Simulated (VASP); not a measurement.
# Ag (I4/mmm) in VASP: notebook

Ag is run at these levels: PBE; tasks: single point.

Program: VASP 6.6.1. These are calculated values, not measurements. Logs are shortened: lines on timing, memory, paths and dates and some standing lists are left out, and cuts for length are marked.

### 1 The cell of the first run

The structure is tetragonal, space group I4/mmm (No. 139). Conventional cell: a = 2.889 Å, b = 2.889 Å, c = 3.984 Å, α = 90.00°, β = 90.00°, γ = 90.00°. Ag (site symmetry 4/mmm) has 12 Ag at 2.85 to 2.89 Å within 3.8 Å.

### 2 Single point, PBE (strain -0.0250 x Voigt [0, 0, 1, 0, 0, 0])

INCAR reads:

```
PREC = Accurate
ENCUT = 520
EDIFF = 1E-7
ISMEAR = 0
SIGMA = 0.15
LREAL = False
LASPH = True
NELM = 80
ALGO = Normal
ISIF = 2
LWAVE = False
LCHARG = False
GGA = PE
NBANDS = 12
```

KPOINTS reads:

```
Automatic mesh
0
Gamma
  10 10 10
```

POSCAR reads:

```
Ag
1.0
    0.0000000000      2.0431000000      1.9920225000
    2.0431000000      0.0000000000      1.9920225000
    2.0431000000      2.0431000000      0.0000000000
Ag
1
Direct
    0.0000000000      0.0000000000      0.0000000000
```

Potentials or basis: VASP PAW PBE potentials, release 64 (Ag).

Command:

```
cat potpaw_PBE.64/Ag/POTCAR > POTCAR
mpirun -np 1 vasp_std > vasp.out
```

OUTCAR:

```text
PREC = Accurate
   ENCUT = 520
   EDIFF = 1E-7
   ISMEAR = 0
   LREAL = False
   LASPH = True
   NELM = 80
   ISIF = 2
   GGA = PE

 ion  position               nearest neighbor table
   1  0.000  0.000  0.000-

  LATTYP: Found a body centered tetragonal cell.
 ALAT       =     2.8893797293
 C/A-ratio  =     1.3788582233

  Lattice vectors:

 A1 = (   0.0000000000,  -2.0431000000,  -1.9920225000)
 A2 = (   0.0000000000,   2.0431000000,  -1.9920225000)
 A3 = (   2.0431000000,   0.0000000000,   1.9920225000)

Analysis of symmetry for initial positions (statically):
=====================================================================
 Subroutine PRICEL returns:
 Original cell was already a primitive cell.

 Routine SETGRP: Setting up the symmetry group for a
 body centered tetragonal supercell.

 Subroutine GETGRP returns: Found 16 space group operations
 (whereof 16 operations were pure point group operations)
 out of a pool of 16 trial point group operations.

The static configuration has the point symmetry D_4h.

Analysis of symmetry for dynamics (positions and initial velocities):
=====================================================================
 Subroutine PRICEL returns:
 Original cell was already a primitive cell.

 Routine SETGRP: Setting up the symmetry group for a
 body centered tetragonal supercell.

 Subroutine GETGRP returns: Found 16 space group operations
 (whereof 16 operations were pure point group operations)
 out of a pool of 16 trial point group operations.

The dynamic configuration has the point symmetry D_4h.

 Subroutine INISYM returns: Found 16 space group operations
 (whereof 16 operations are pure point group operations),
 and found     1 'primitive' translations

----------------------------------------------------------------------------------------

                                     Primitive cell

  volume of cell :      16.6304

  direct lattice vectors                    reciprocal lattice vectors
     0.000000000  2.043100000  1.992022500    -0.244726151  0.244726151  0.251001181
     2.043100000  0.000000000  1.992022500     0.244726151 -0.244726151  0.251001181
     2.043100000  2.043100000  0.000000000     0.244726151  0.244726151 -0.251001181

  length of vectors
     2.853491064  2.853491064  2.889379729     0.427531720  0.427531720  0.427531720

  position of ions in fractional coordinates (direct lattice)
     0.000000000  0.000000000  0.000000000

  ion indices of the primitive-cell ions
   primitive index   ion index
                 1           1

----------------------------------------------------------------------------------------

 KPOINTS: Automatic mesh

Automatic generation of k-mesh.
 Grid dimensions read from file:
 generate k-points for:   10   10   10

 Generating k-lattice:

  Cartesian coordinates                     Fractional coordinates (reciprocal lattice)
    -0.024472615  0.024472615  0.025100118     0.100000000  0.000000000  0.000000000
     0.024472615 -0.024472615  0.025100118     0.000000000  0.100000000  0.000000000
     0.024472615  0.024472615 -0.025100118     0.000000000  0.000000000  0.100000000

  Length of vectors
     0.042753172  0.042753172  0.042753172

  Shift w.r.t. Gamma in fractional coordinates (k-lattice)
     0.000000000  0.000000000  0.000000000

 Subroutine IBZKPT returns following result:
 ===========================================

 Found    102 irreducible k-points:

 Following reciprocal coordinates:
            Coordinates               Weight
  0.000000  0.000000  0.000000      1.000000
  0.100000  0.000000  0.000000      8.000000
  0.200000  0.000000  0.000000      8.000000
  0.300000  0.000000  0.000000      8.000000
  0.400000 -0.000000  0.000000      8.000000
  0.500000 -0.000000  0.000000      4.000000
[... 16 lines left out ...]
  0.300000  0.300000  0.000000      2.000000
  0.400000  0.300000  0.000000      8.000000
 [... further k-points ...]
   k-points           NKPTS =    102   k-points in BZ     NKDIM =    102   number of bands    NBANDS=     12
   number of dos      NEDOS =    301   number of ions     NIONS =      1
   total plane-waves  NPLWV =  13824
   dimension x,y,z NGX =    24 NGY =   24 NGZ =   24
   dimension x,y,z NGXF=    48 NGYF=   48 NGZF=   48
   ions per type =               1
   NGX,Y,Z   is equivalent  to a cutoff of  13.98, 13.98, 13.81 a.u.
   NGXF,Y,Z  is equivalent  to a cutoff of  27.97, 27.97, 27.62 a.u.
 SYSTEM =  unknown system
   PREC   = accura    normal or accurate (medium, high low for compatibility)
   ISTART =      0    job   : 0-new  1-cont  2-samecut
   ICHARG =      2    charge: 1-file 2-atom 10-const
   ISPIN  =      1    spin polarized calculation?
   LNONCOLLINEAR =      F non collinear calculations
   LSORBIT =      F    spin-orbit coupling
   LASPH  =      T    aspherical Exc in radial PAW
   ENCUT  =  520.0 eV  38.22 Ry    6.18 a.u.   5.31  5.31  5.37*2*pi/ulx,y,z
   NELM   =     80;   NELMIN=  2; NELMDL= -5     # of ELM steps
   EDIFF  = 0.1E-06   stopping-criterion for ELM
   LREAL  =      F    real-space projection
   EDIFFG = 0.1E-05   stopping-criterion for IOM
   NSW    =      0    number of steps for IOM
   IBRION =     -1    ionic relax: 0-MD 1-quasi-New 2-CG
   NFREE  =      0    steps in history (QN), initial steepest desc. (CG)
   ISIF   =      2    stress and relaxation
   ISYM   =      2    0-nonsym 1-usesym 2-fastsym
   POTIM  = 0.5000    time-step for ionic-motion
   TEBEG  =    0.0;   TEEND  =   0.0 temperature during run
   PSTRESS=    0.0 pullay stress
   NELECT =      11.0000    total number of electrons
   NUPDOWN=      -1.0000    fix difference up-down
   EMIN   =  10.00;   EMAX   =-10.00  energy-range for DOS
   EFERMI =   0.00;   METHOD = LEGACY
   ISMEAR =     0;   SIGMA  =   0.15  broadening in eV -4-tet -1-fermi 0-gaus
   EFERMI_NEDOS =   21; number of points for ismear=-14 and -15
   IALGO  =     38    algorithm
   IMIX   =      4    mixing-type and parameters
     AMIX     =   0.40;   BMIX     =  1.00
     AMIX_MAG =   1.60;   BMIX_MAG =  1.00
  volume/ion in A,a.u.               =      16.63       112.23
  Fermi-wavevector in a.u.,A,eV,Ry     =   1.426389  2.695484 27.682207  2.034585
  Thomas-Fermi vector in A             =   2.546671
   LORBIT       =      0    0 simple, 1 ext, 2 COOP (PROOUT), +10 PAW based schemes
   GGA     = PE    functional components
   LHFCALC =     F    Hartree Fock is set to
   AEXX    =    0.0000 exact exchange contribution
   IVDW    =     0    specifies the selected vdW correction
   LEPSILON=     F    determine dielectric tensor
   LRPA    =     F    only Hartree local field effects (RPA)
 non-spin polarized calculation
 Gauss-broadening in eV      SIGMA  =   0.15
  energy-cutoff  :      520.00
  volume of cell :       16.63
 maximum number of plane-waves:       461
 NGX is ok and might be reduce to    24
   NGX = 11   NGY = 11   NGZ = 11

 number of electron      11.0000002 magnetization

 Free energy of the ion-electron system (eV)
  ---------------------------------------------------
  ext. energy  EPLUGINS =         0.00000000
  ---------------------------------------------------
  free energy    TOTEN  =        -2.67702974 eV

  energy without entropy =       -2.67306413  energy(sigma->0) =       -2.67504693

 E-fermi :   8.7173     XC(G=0): -12.3586

 val. band max:        8.6180386404   @ k =   0.4000   0.4000   0.0000
 cond. band min:       8.7485832017   @ k =  -0.2000   0.3000   0.2000
 fundamental gap:      0.1305445612
 Fermi energy:         8.7173268682

 k-point     1 :       0.0000    0.0000    0.0000
  band No.  band energies     occupation
      1       0.8291      2.00000
      2       3.8354      2.00000
      3       3.8354      2.00000
      4       3.9970      2.00000
      5       4.8826      2.00000
      6       5.0508      2.00000
      7      24.8688      0.00000
      8      28.4631      0.00000
      9      28.4631      0.00000
     10      28.8350      0.00000
     11      33.4527      0.00000
     12      34.5590      0.00000

 k-point     2 :       0.1000    0.0000    0.0000
  band No.  band energies     occupation
      1       1.1427      2.00000
      2       3.8012      2.00000
      3       3.9193      2.00000
      4       4.0472      2.00000
      5       4.8615      2.00000
      6       5.0141      2.00000
      7      24.8162      0.00000
      8      26.5484      0.00000
      9      28.6143      0.00000
     10      28.8520      0.00000
     11      32.9447      0.00000
     12      34.2616      0.00000

 k-point     3 :       0.2000    0.0000    0.0000
  band No.  band energies     occupation
      1       1.9161      2.00000
      2       3.8234      2.00000
      3       4.0353      2.00000
      4       4.1680      2.00000
      5       4.9314      2.00000
      6       5.0206      2.00000
      7      22.0563      0.00000
      8      25.7165      0.00000
      9      28.7935      0.00000
     10      29.0157      0.00000
     11      31.7453      0.00000
     12      32.6729      0.00000
[... 286 lines left out ...]
 k-point    23 :       0.3000    0.3000    0.0000
  band No.  band energies     occupation
      1       2.7119      2.00000
      2       2.8568      2.00000
      3       5.1000      2.00000
      4       5.1000      2.00000
      5       5.4463      2.00000
      6       5.9056      2.00000
      7      22.1504      0.00000
      8      22.1504      0.00000
      9      23.2377      0.00000
     10      25.6617      0.00000
     11      26.4714      0.00000
     12      37.6165      0.00000

 k-point    24 :       0.4000    0.3000    0.0000
  band No.  band energies     occupation
      1       2.6217      2.00000
      2       2.7599      2.00000
      3       5.0548      2.00000
      4       5.1624      2.00000
      5       5.7511      2.00000
      6       7.6886      2.00000
      7      19.2933      0.00000
      8      21.1672      0.00000
      9      21.2690      0.00000
     10      25.7964      0.00000
     11      27.8855      0.00000
     12      37.4335      0.00000

 [... further k-points ...]
[... 5 lines left out ...]
  --------------------------------------------------------------------------------------
  -------------------------------------------------------------------------------------
  Total        0.8024592      0.8024592      0.8880657      0.0000000      0.0000000     -0.0000000
  in kB       77.3090012     77.3090012     85.5563420      0.0000000      0.0000000     -0.0000000
  external PRESSURE =      80.0581148 kB  Pullay stress =       0.0000000 kB

 VOLUME and BASIS-vectors are now :
 -----------------------------------------------------------------------------
  energy-cutoff  :      520.00
  volume of cell :       16.63
      direct lattice vectors                 reciprocal lattice vectors
     0.000000000  2.043100000  1.992022500    -0.244726151  0.244726151  0.251001181
     2.043100000  0.000000000  1.992022500     0.244726151 -0.244726151  0.251001181
     2.043100000  2.043100000  0.000000000     0.244726151  0.244726151 -0.251001181

 POSITION                                       TOTAL-FORCE (eV/Angst)
 -----------------------------------------------------------------------------------
      0.00000      0.00000      0.00000         0.000000      0.000000      0.000000
 -----------------------------------------------------------------------------------
    total drift:                               -0.000000      0.000000      0.000000

  FREE ENERGIE OF THE ION-ELECTRON SYSTEM (eV)
  ---------------------------------------------------
  free  energy   TOTEN  =        -2.6770297382 eV

  energy  without entropy=       -2.6730641298  energy(sigma->0) =       -2.67504693
```

It took 13 s on 1 thread of Intel Xeon Platinum 8375C at 2.90GHz (Ice Lake), shared host; peak memory 0.15 GiB.

What came out:

```yaml
Free_energy: -2.6770 eV
Pressure: 8.0 GPa
```

Stress tensor (GPa, compression positive):
```
7.73 0.00 0.00
0.00 7.73 0.00
0.00 0.00 8.56
```

Caveat: the cell differs from its parent crystal (strain -0.0250 x Voigt [0, 0, 1, 0, 0, 0]).

### 3 Single point, PBE (strain +0.0250 x Voigt [0, 0, 1, 0, 0, 0])

INCAR reads:

```
ALGO = Normal ; EDIFF = 1E-6
ENCUT = 520 ; GGA = PE
ISIF = 2 ; ISMEAR = 0
LASPH = True ; LCHARG = False
LREAL = False ; LWAVE = False
NBANDS = 12 ; NELM = 80
PREC = Accurate ; SIGMA = 0.15
```

KPOINTS reads:

```
k-points
0
Gamma
  10 10 10
```

POSCAR reads:

```
Ag
1.0
    0.0000000000      2.0431000000      2.0941775000
    2.0431000000      0.0000000000      2.0941775000
    2.0431000000      2.0431000000      0.0000000000
Ag
1
Direct
    0.0000000000      0.0000000000      0.0000000000
```

Potentials or basis: VASP PAW PBE potentials, release 64 (Ag).

Command:

```
cat potpaw_PBE.64/Ag/POTCAR > POTCAR
mpirun -np 1 vasp_std > vasp.out
```

Wall time 10 s (1 thread of Intel Xeon Platinum 8375C at 2.90GHz (Ice Lake), shared host); peak memory 0.15 GiB.

It converged, with:

```
Free energy : -2.7036 eV
Pressure    : 2.1 GPa
```

Stress tensor (GPa, compression positive):
```
2.32 0.00 0.00
0.00 2.32 0.00
0.00 0.00 1.72
```

Levels at points of the mesh, in eV from the Fermi level:
```csv
k point,band 4,band 5,band 6,band 7,band 8,band 9
"(0.00, 0.00, 0.00)",-4.58,-3.72,-3.57,16.06,19.28,19.58
"(0.50, 0.00, 0.00)",-2.91,-2.85,-0.25,3.55,15.23,17.47
"(0.50, 0.50, 0.00)",-2.69,-2.69,1.44,6.24,10.91,10.91
"(0.50, 0.00, 0.50)",-2.74,-2.62,1.85,6.83,10.47,10.49
```

Caveat: the cell differs from its parent crystal (strain +0.0250 x Voigt [0, 0, 1, 0, 0, 0]).

### 4 Single point, PBE (strain +0.0500 x Voigt [0, 0, 1, 0, 0, 0])

INCAR reads:

```
SYSTEM = Ag
PREC = Accurate
ENCUT = 520
EDIFF = 1E-6
ISMEAR = 0
SIGMA = 0.15
LREAL = .FALSE.
LASPH = .TRUE.
NELM = 100
ALGO = Normal
ISIF = 2
LWAVE = .FALSE.
LCHARG = .FALSE.
GGA = PE
NBANDS = 12
```

KPOINTS reads:

```
Automatic mesh
0
G
  10 10 10
  0 0 0
```

POSCAR reads:

```
Ag
1.0
    0.0000000000      2.0431000000      2.1452550000
    2.0431000000      0.0000000000      2.1452550000
    2.0431000000      2.0431000000      0.0000000000
Ag
1
Direct
    0.0000000000      0.0000000000      0.0000000000
```

Potentials or basis: VASP PAW PBE potentials, release 64 (Ag).

Command:

```
cat potpaw_PBE.64/Ag/POTCAR > POTCAR
mpirun -np 1 vasp_std > vasp.out
```

OUTCAR:

```text
SYSTEM = Ag
   PREC = Accurate
   ENCUT = 520
   EDIFF = 1E-6
   ISMEAR = 0
   LREAL = .FALSE.
   LASPH = .TRUE.
   NELM = 100
   ISIF = 2
   GGA = PE

 ion  position               nearest neighbor table
   1  0.000  0.000  0.000-

  LATTYP: Found a body centered tetragonal cell.
 ALAT       =     2.8893797293
 C/A-ratio  =     1.4849242405

  Lattice vectors:

 A1 = (  -2.0431000000,   0.0000000000,   2.1452550000)
 A2 = (   2.0431000000,   0.0000000000,   2.1452550000)
 A3 = (   0.0000000000,   2.0431000000,  -2.1452550000)

Analysis of symmetry for initial positions (statically):
=====================================================================
 Subroutine PRICEL returns:
 Original cell was already a primitive cell.

 Routine SETGRP: Setting up the symmetry group for a
 body centered tetragonal supercell.

 Subroutine GETGRP returns: Found 16 space group operations
 (whereof 16 operations were pure point group operations)
 out of a pool of 16 trial point group operations.

The static configuration has the point symmetry D_4h.

Analysis of symmetry for dynamics (positions and initial velocities):
[... 163 lines left out ...]
 Fermi energy:         7.6826240488

 k-point     1 :       0.0000    0.0000    0.0000
  band No.  band energies     occupation
      1       0.3530      2.00000
      2       2.9427      2.00000
      3       3.2406      2.00000
      4       3.2406      2.00000
      5       3.9287      2.00000
      6       4.2257      2.00000
      7      23.7105      0.00000
      8      26.6102      0.00000
      9      27.1459      0.00000
     10      27.1459      0.00000
     11      31.6415      0.00000
     12      32.3413      0.00000
[... 331 lines left out ...]
 k-point    24 :       0.4000    0.3000    0.0000
  band No.  band energies     occupation
      1       1.9723      2.00000
      2       2.1046      2.00000
      3       4.1317      2.00000
      4       4.3533      2.00000
      5       4.7751      2.00000
      6       6.3239      2.00000
      7      17.8796      0.00000
      8      18.5367      0.00000
      9      20.4517      0.00000
     10      24.7419      0.00000
     11      26.8386      0.00000
     12      36.1192      0.00000

 [... further k-points ...]
[... 5 lines left out ...]
  --------------------------------------------------------------------------------------
  -------------------------------------------------------------------------------------
  Total        0.0286907      0.0286907     -0.0880370      0.0000000     -0.0000000      0.0000000
  in kB        2.5666359      2.5666359     -7.8756699      0.0000000     -0.0000000      0.0000000
  external PRESSURE =      -0.9141327 kB  Pullay stress =       0.0000000 kB

 VOLUME and BASIS-vectors are now :
 -----------------------------------------------------------------------------
  energy-cutoff  :      520.00
  volume of cell :       17.91
      direct lattice vectors                 reciprocal lattice vectors
     0.000000000  2.043100000  2.145255000    -0.244726151  0.244726151  0.233072525
     2.043100000  0.000000000  2.145255000     0.244726151 -0.244726151  0.233072525
     2.043100000  2.043100000  0.000000000     0.244726151  0.244726151 -0.233072525

 POSITION                                       TOTAL-FORCE (eV/Angst)
 -----------------------------------------------------------------------------------
      0.00000      0.00000      0.00000         0.000000      0.000000     -0.000000
 -----------------------------------------------------------------------------------
    total drift:                               -0.000000      0.000000     -0.000000

  FREE ENERGIE OF THE ION-ELECTRON SYSTEM (eV)
  ---------------------------------------------------
  free  energy   TOTEN  =        -2.7050484622 eV

  energy  without entropy=       -2.7014587368  energy(sigma->0) =       -2.70325360
```

Wall time 11 s (1 thread of Intel Xeon Platinum 8375C at 2.90GHz (Ice Lake), shared host); peak memory 0.15 GiB.

What came out:

* Free energy: -2.7050 eV
* Pressure: -0.1 GPa

Caveat: the cell differs from its parent crystal (strain +0.0500 x Voigt [0, 0, 1, 0, 0, 0]).

### 5 Summary

```tsv
cell	gap on the mesh (eV)	pressure (GPa)
a = 2.853, b = 2.853, c = 2.889 Å, angles 59.6, 59.6, 60.8°, 1 atom	none	8.0
a = 2.926, b = 2.926, c = 2.889 Å, angles 60.4, 60.4, 59.2°, 1 atom	none	2.1
a = 2.962, b = 2.962, c = 2.889 Å, angles 60.8, 60.8, 58.4°, 1 atom	none	-0.1
```

Alike in all rows: task single point; level PBE; potentials or basis VASP PAW PBE potentials, release 64 (Ag); no spin polarisation; k mesh 10 × 10 × 10; cutoff (eV) 520; smearing gaussian 0.15 eV.

Total energies depend on the potentials used, so only differences within one code and one set of settings carry meaning.
